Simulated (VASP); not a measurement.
# PbO2 (P4_2/mnm) in VASP: further runs

PbO2 is run at these levels: LDA, PBE; tasks: relaxation of cell and atoms.

Everything below comes from runs of VASP 6.6.1. Logs are shortened: lines on timing, memory, paths and dates and some standing lists are left out, and cuts for length are marked.

**1. The cell of the first run**

It takes space group P4_2/mnm (No. 136, tetragonal). The conventional cell has a = 5.082 Å, b = 5.082 Å, c = 3.441 Å, α = 90.00°, β = 90.00°, γ = 90.00°. Pb (site symmetry mmm) has 6 O at 2.21 Å within 2.9 Å. O (site symmetry m2m) has 3 Pb at 2.21 Å and 1 O at 2.76 Å within 2.9 Å.

**2. Relaxation of cell and atoms, LDA**

Input file INCAR:

```
SYSTEM = PbO2
ALGO = Normal
EDIFF = 1E-6
EDIFFG = -0.005
ENCUT = 600
IBRION = 2
ISIF = 3
ISMEAR = -1
LASPH = .True.
LCHARG = .False.
LREAL = .False.
LWAVE = .False.
NELM = 60
NSW = 80
PREC = Accurate
SIGMA = 0.02
```

Input file KPOINTS:

```
k-points
0
Gamma
  4 4 6
  0 0 0
```

Input file POSCAR:

```
PbO2
1.0
    5.0824393498      0.0000000000      0.0000000000
    0.0000000000      5.0824393498      0.0000000000
    0.0000000000      0.0000000000      3.4408914500
Pb O
2 4
Direct
    0.0000000000      0.0000000000      0.0000000000
    0.5000000000      0.5000000000      0.5000000000
    0.3079664350      0.3079664350      0.0000000000
    0.1920335650      0.8079664350      0.5000000000
    0.8079664350      0.1920335650      0.5000000000
    0.6920335650      0.6920335650      0.0000000000
```

Potentials or basis: VASP PAW LDA potentials, release 64 (Pb_d, O).

The run is started by

```sh
cat potpaw_LDA.64/Pb_d/POTCAR potpaw_LDA.64/O/POTCAR > POTCAR
mpirun -np 1 vasp_std > vasp.out
```

OUTCAR:

```text
SYSTEM = PbO2
   EDIFF = 1E-6
   EDIFFG = -0.005
   ENCUT = 600
   IBRION = 2
   ISIF = 3
   ISMEAR = -1
   LASPH = .True.
   LREAL = .False.
   NELM = 60
   NSW = 80
   PREC = Accurate

 ion  position               nearest neighbor table
   1  0.000  0.000  0.000-   4 2.21   5 2.21   4 2.21   5 2.21   3 2.21   6 2.21   2 3.98   2 3.98
                             2 3.98   2 3.98   2 3.98   2 3.98   2 3.98   2 3.98
   2  0.500  0.500  0.500-   3 2.21   6 2.21   3 2.21   6 2.21   5 2.21   4 2.21   1 3.98   1 3.98
                             1 3.98   1 3.98   1 3.98   1 3.98   1 3.98   1 3.98
   3  0.308  0.308  0.000-   2 2.21   2 2.21   1 2.21
   4  0.192  0.808  0.500-   1 2.21   1 2.21   2 2.21
   5  0.808  0.192  0.500-   1 2.21   1 2.21   2 2.21
   6  0.692  0.692  0.000-   2 2.21   2 2.21   1 2.21

  LATTYP: Found a simple tetragonal cell.
 ALAT       =     5.0824393498
 C/A-ratio  =     0.6770157425

  Lattice vectors:

 A1 = (   5.0824393498,   0.0000000000,   0.0000000000)
 A2 = (   0.0000000000,   5.0824393498,   0.0000000000)
 A3 = (   0.0000000000,   0.0000000000,   3.4408914500)

Analysis of symmetry for initial positions (statically):
=====================================================================
 Subroutine PRICEL returns:
 Original cell was already a primitive cell.

 Routine SETGRP: Setting up the symmetry group for a
 simple tetragonal supercell.

 Subroutine GETGRP returns: Found 16 space group operations
 (whereof  8 operations were pure point group operations)
 out of a pool of 16 trial point group operations.

The static configuration has the point symmetry D_2h.
 The point group associated with its full space group is D_4h.

Analysis of symmetry for dynamics (positions and initial velocities):
=====================================================================
 Subroutine PRICEL returns:
 Original cell was already a primitive cell.

 Routine SETGRP: Setting up the symmetry group for a
 simple tetragonal supercell.

 Subroutine GETGRP returns: Found 16 space group operations
 (whereof  8 operations were pure point group operations)
 out of a pool of 16 trial point group operations.

The dynamic configuration has the point symmetry D_2h.
 The point group associated with its full space group is D_4h.

 Subroutine INISYM returns: Found 16 space group operations
 (whereof  8 operations are pure point group operations),
 and found     1 'primitive' translations

[... 102 lines left out ...]
   LREAL  =      F    real-space projection
   EDIFFG = -.5E-02   stopping-criterion for IOM
   NSW    =     80    number of steps for IOM
   IBRION =      2    ionic relax: 0-MD 1-quasi-New 2-CG
   NFREE  =      1    steps in history (QN), initial steepest desc. (CG)
   ISIF   =      3    stress and relaxation
   ISYM   =      2    0-nonsym 1-usesym 2-fastsym
   POTIM  = 0.5000    time-step for ionic-motion
   TEBEG  =    0.0;   TEEND  =   0.0 temperature during run
   PSTRESS=    0.0 pullay stress
   NELECT =      52.0000    total number of electrons
   NUPDOWN=      -1.0000    fix difference up-down
   EMIN   =  10.00;   EMAX   =-10.00  energy-range for DOS
   EFERMI =   0.00;   METHOD = LEGACY
   ISMEAR =    -1;   SIGMA  =   0.02  broadening in eV -4-tet -1-fermi 0-gaus
   EFERMI_NEDOS =   21; number of points for ismear=-14 and -15
   IALGO  =     38    algorithm
   IMIX   =      4    mixing-type and parameters
     AMIX     =   0.40;   BMIX     =  1.00
     AMIX_MAG =   1.60;   BMIX_MAG =  1.00
  volume/ion in A,a.u.               =      14.81        99.97
  Fermi-wavevector in a.u.,A,eV,Ry     =   1.369212  2.587436 25.507421  1.874743
  Thomas-Fermi vector in A             =   2.495108
   LORBIT       =      0    0 simple, 1 ext, 2 COOP (PROOUT), +10 PAW based schemes
   GGA     = CA    functional components
   LHFCALC =     F    Hartree Fock is set to
   AEXX    =    0.0000 exact exchange contribution
   IVDW    =     0    specifies the selected vdW correction
   LEPSILON=     F    determine dielectric tensor
   LRPA    =     F    only Hartree local field effects (RPA)
 conjugate gradient relaxation of ions
 non-spin polarized calculation
  energy-cutoff  :      600.00
  volume of cell :       88.88
 maximum number of plane-waves:      2998
 NGX is ok and might be reduce to    42
   NGX = 21   NGY = 21   NGZ = 13

--------------------------------------- Ionic step        1  -------------------------------------------

 number of electron      51.9999978 magnetization

 Free energy of the ion-electron system (eV)
  ---------------------------------------------------
  ext. energy  EPLUGINS =         0.00000000
  ---------------------------------------------------
  free energy    TOTEN  =       -36.50253080 eV

  energy without entropy =      -36.50242552  energy(sigma->0) =      -36.50247816

------------------------ aborting loop because EDIFF is reached ----------------------------------------

  FORCE on cell =-STRESS in cart. coord.  units (eV):
  Direction    XX          YY          ZZ          XY          YZ          ZX
  --------------------------------------------------------------------------------------
  -------------------------------------------------------------------------------------
  Total       -4.6579261     -4.6579261     -5.4765472      0.0000000      0.0000000      0.0000000
  in kB      -83.9629710    -83.9629710    -98.7192934      0.0000000      0.0000000      0.0000000
  external PRESSURE =     -88.8817452 kB  Pullay stress =       0.0000000 kB
[... 101 lines left out ...]
  FREE ENERGIE OF THE ION-ELECTRON SYSTEM (eV)
  ---------------------------------------------------
  free  energy   TOTEN  =       -36.6710672641 eV

  energy  without entropy=      -36.6709973548  energy(sigma->0) =      -36.67103231

[... ionic steps 4 to 8 ...]

--------------------------------------- Ionic step        9  -------------------------------------------

 number of electron      51.9999998 magnetization

------------------------ aborting loop because EDIFF is reached ----------------------------------------
[... 75 lines left out ...]
--------------------------------------- Ionic step       11  -------------------------------------------

 number of electron      52.0000000 magnetization

 Free energy of the ion-electron system (eV)
  ---------------------------------------------------
  ext. energy  EPLUGINS =         0.00000000
  ---------------------------------------------------
  free energy    TOTEN  =       -36.68109223 eV

  energy without entropy =      -36.68102222  energy(sigma->0) =      -36.68105723

 E-fermi :   4.2102     XC(G=0): -11.3001

 val. band max:        4.1045303611   @ k =   0.0000   0.0000   0.1667
 cond. band min:       4.2957418592   @ k =   0.0000   0.0000   0.0000
 fundamental gap:      0.1912114981
 Fermi energy:         4.2101965996

 k-point     1 :       0.0000    0.0000    0.0000
  band No.  band energies     occupation
      1     -14.0137      2.00000
      2     -13.8938      2.00000
      3     -12.0527      2.00000
      4     -12.0527      2.00000
      5     -11.3307      2.00000
      6     -11.0957      2.00000
[... 838 lines left out ...]
  FREE ENERGIE OF THE ION-ELECTRON SYSTEM (eV)
  ---------------------------------------------------
  free  energy   TOTEN  =       -36.6810922298 eV

  energy  without entropy=      -36.6810222213  energy(sigma->0) =      -36.68105723

 reached required accuracy - stopping structural energy minimisation
```

OSZICAR:

```text
N       E                     dE             d eps       ncg     rms          rms(c)
DAV:   1     0.712301430299E+03    0.71230E+03   -0.28604E+04  1488   0.223E+03
DAV:   2     0.600330899523E+02   -0.65227E+03   -0.62989E+03  1621   0.570E+02
DAV:   3    -0.376993301381E+02   -0.97732E+02   -0.95700E+02  1947   0.239E+02
[... 86 lines left out ...]
DAV:   1    -0.366812082450E+02   -0.13484E-03   -0.11197E-02  1823   0.114E+00    0.692E-02
DAV:   2    -0.366811175471E+02    0.90698E-04   -0.38830E-04  2336   0.230E-01    0.288E-02
DAV:   3    -0.366810937795E+02    0.23768E-04   -0.48278E-05  1966   0.143E-01    0.870E-03
DAV:   4    -0.366810922585E+02    0.15210E-05   -0.92840E-06  2068   0.396E-02    0.231E-03
DAV:   5    -0.366810922298E+02    0.28716E-07   -0.12262E-06   807   0.186E-02
  11 F= -.36681092E+02 E0= -.36681057E+02  d E =-.222308E-03
```

It took 8.7 min on 1 thread of Oxide Virtual Turin-like, shared host; peak memory 0.19 GiB.

Results:

* Free energy: -36.6811 eV
* Relaxed volume: 13.79 Å³/atom
* Relaxed cell: a = 4.936 Å, b = 4.936 Å, c = 3.396 Å, α = 90.00°, β = 90.00°, γ = 90.00°
* Space group after relaxing (to 0.1 Å): P4_2/mnm (No. 136)
* Energy gained by relaxing: 29.8 meV/atom
* Ionic steps: 11
* Pressure after relaxing: 0.0 GPa
* Largest force after relaxing: 0.004 eV/Å
* Band gap on the k mesh: 0.19 eV (least direct gap 0.70 eV)

Forces on the atoms (eV/Å):
```
Pb   0.000  0.000  0.000
Pb   0.000  0.000  0.000
O   -0.003 -0.003  0.000
O    0.003 -0.003  0.000
O   -0.003  0.003  0.000
O    0.003  0.003  0.000
```

Step by step:
```csv
step,energy change (eV),largest force (eV/Å),pressure (GPa),volume (Å³)
1,0.0000,0.0952,-8.89,88.88
2,-0.0271,0.4068,10.22,78.72
3,-0.1685,0.1351,-0.22,83.31
4,-0.1685,0.1405,-0.04,83.20
5,-0.1760,0.0341,0.09,82.90
6,-0.1778,0.0529,0.23,82.65
7,-0.1778,0.0469,0.21,82.67
8,-0.1783,0.0274,-0.21,82.87
9,-0.1783,0.0257,-0.26,82.88
10,-0.1785,0.0139,0.04,82.71
11,-0.1786,0.0043,-0.02,82.75
```

Final structure:
```yaml
crystal:
  lattice:
    - [4.93629, 0.00000, 0.00000]
    - [0.00000, 4.93629, 0.00000]
    - [0.00000, 0.00000, 3.39604]
  atoms:
    - { symbol: Pb, position: [0.00000, 0.00000, 0.00000] }
    - { symbol: Pb, position: [0.50000, 0.50000, 0.50000] }
    - { symbol: O, position: [0.30736, 0.30736, 0.00000] }
    - { symbol: O, position: [0.19264, 0.80736, 0.50000] }
    - { symbol: O, position: [0.80736, 0.19264, 0.50000] }
    - { symbol: O, position: [0.69264, 0.69264, 0.00000] }
```

Levels at points of the mesh, in eV from the valence-band top:
```tsv
k point	band 24	band 25	band 26	band 27	band 28	band 29
(0.00, 0.00, 0.00)	-0.52	-0.51	-0.51	0.19	4.43	5.83
(0.50, 0.00, 0.00)	-0.56	-0.29	-0.29	2.67	2.67	6.44
(0.50, 0.50, 0.00)	-0.57	-0.38	-0.38	3.06	3.06	6.80
(0.00, 0.00, 0.50)	-1.09	-0.71	-0.71	3.99	3.99	8.95
(0.50, 0.00, 0.50)	-0.72	-0.07	-0.07	4.32	4.32	7.44
(0.50, 0.50, 0.50)	-0.60	-0.43	-0.43	3.03	3.03	8.29
```

Caveat: the structure was generated, so it needn't be the stable form of PbO2; spin-orbit coupling is left out, which moves the levels of the heavy elements.

**3. Relaxation of cell and atoms, PBE**

This run uses another cell than the first one, of 14.05 Å³/atom.

Input file INCAR:

```
SYSTEM = PbO2
ALGO     = Normal         ! electronic algorithm
EDIFF    = 1E-6           ! SCF threshold, eV
EDIFFG   = -0.005         ! ionic threshold
ENCUT    = 600            ! plane-wave cutoff, eV
GGA      = PE             ! functional
IBRION   = 2              ! ionic algorithm
ISIF     = 3              ! what is computed and relaxed
ISMEAR   = -1             ! smearing method
LASPH    = .TRUE.         ! aspherical terms in the spheres
LCHARG   = .FALSE.        ! write CHGCAR
LREAL    = .FALSE.        ! projectors in reciprocal space
LWAVE    = .FALSE.        ! write WAVECAR
NELM     = 80             ! most SCF steps
NSW      = 80             ! ionic steps
PREC     = Accurate       ! precision mode
SIGMA    = 0.02           ! smearing width, eV
```

Input file KPOINTS:

```
k-points
0
G
  6 6 8
  0 0 0
```

Input file POSCAR:

```
PbO2
1.0
    5.0363113100      0.0000000000      0.0000000000
    0.0000000000      5.0363113100      0.0000000000
    0.0000000000      0.0000000000      3.3239654646
Pb O
2 4
Direct
    0.0000000000      0.0000000000      0.0000000000
    0.5000000000      0.5000000000      0.5000000000
    0.3050000000      0.3050000000      0.0000000000
    0.1950000000      0.8050000000      0.5000000000
    0.8050000000      0.1950000000      0.5000000000
    0.6950000000      0.6950000000      0.0000000000
```

Potentials or basis: VASP PAW PBE potentials, release 64 (Pb_d, O).

The run is started by

```sh
cat potpaw_PBE.64/Pb_d/POTCAR potpaw_PBE.64/O/POTCAR > POTCAR
mpirun -np 1 vasp_std > vasp.out
```

Run time: 20 min. Hardware: 1 thread of Oxide Virtual Turin-like, shared host; peak memory 0.26 GiB.

Results (log left out):

| Quantity | Value |
| --- | --- |
| Free energy | -31.8673 eV |
| Relaxed volume | 14.83 Å³/atom |
| Relaxed cell | a = 5.082 Å, b = 5.082 Å, c = 3.445 Å, α = 90.00°, β = 90.00°, γ = 90.00° |
| Space group after relaxing (to 0.1 Å) | P4_2/mnm (No. 136) |
| Energy gained by relaxing | 23.1 meV/atom |
| Ionic steps | 13 |
| Pressure after relaxing | 0.0 GPa |
| Largest force after relaxing | 0.005 eV/Å |
| Band gap on the k mesh | 0.02 eV (least direct gap 0.09 eV) |

Forces in eV/Å, atoms in the order of the input:
```
Pb   0.000  0.000  0.000
Pb   0.000  0.000  0.000
O    0.003  0.003  0.000
O   -0.003  0.003  0.000
O    0.003 -0.003  0.000
O   -0.003 -0.003  0.000
```

Step by step:
| step | energy change (eV) | largest force (eV/Å) | pressure (GPa) | volume (Å³) |
| --- | --- | --- | --- | --- |
| 1 | 0.0000 | 0.1275 | 7.90 | 84.31 |
| 2 | -0.0666 | 0.2686 | -4.85 | 93.04 |
| 3 | -0.1271 | 0.2284 | -0.30 | 89.27 |
| 4 | -0.1359 | 0.0956 | -0.18 | 89.19 |
| 5 | -0.1381 | 0.0191 | -0.07 | 89.12 |
| 6 | -0.1381 | 0.0135 | -0.08 | 89.13 |
| 7 | -0.1384 | 0.0066 | 0.00 | 89.03 |
| 8 | -0.1384 | 0.0021 | 0.10 | 88.91 |
| 9 | -0.1384 | 0.0080 | -0.08 | 89.02 |
| 10 | -0.1385 | 0.0051 | -0.01 | 88.96 |
| 11 | -0.1385 | 0.0054 | 0.01 | 88.96 |
| 12 | -0.1385 | 0.0058 | 0.01 | 88.96 |
| 13 | -0.1385 | 0.0047 | 0.02 | 88.96 |

Final structure:
```xyz
6
Lattice="5.0815 0.0000 0.0000 0.0000 5.0815 0.0000 0.0000 0.0000 3.4452" Properties=species:S:1:pos:R:3 pbc="T T T"
Pb    0.0000    0.0000    0.0000
Pb    2.5408    2.5408    1.7226
O     1.5644    1.5644    0.0000
O     0.9764    4.1051    1.7226
O     4.1051    0.9764    1.7226
O     3.5172    3.5172    0.0000
```

Levels at points of the mesh, in eV from the valence-band top:
| k point | band 24 | band 25 | band 26 | band 27 | band 28 | band 29 |
| --- | --- | --- | --- | --- | --- | --- |
| (0.00, 0.00, 0.00) | -0.64 | -0.55 | -0.55 | 0.09 | 3.87 | 5.74 |
| (0.50, 0.00, 0.00) | -0.66 | -0.36 | -0.36 | 2.06 | 2.06 | 6.33 |
| (0.50, 0.50, 0.00) | -0.69 | -0.45 | -0.45 | 2.46 | 2.46 | 6.52 |
| (0.00, 0.00, 0.50) | -1.01 | -0.73 | -0.73 | 3.37 | 3.37 | 8.59 |
| (0.50, 0.00, 0.50) | -0.71 | -0.27 | -0.27 | 3.65 | 3.65 | 7.01 |
| (0.50, 0.50, 0.50) | -0.62 | -0.48 | -0.48 | 2.52 | 2.52 | 8.12 |

Caveat: the structure was generated, so it needn't be the stable form of PbO2; spin-orbit coupling is left out, which moves the levels of the heavy elements.
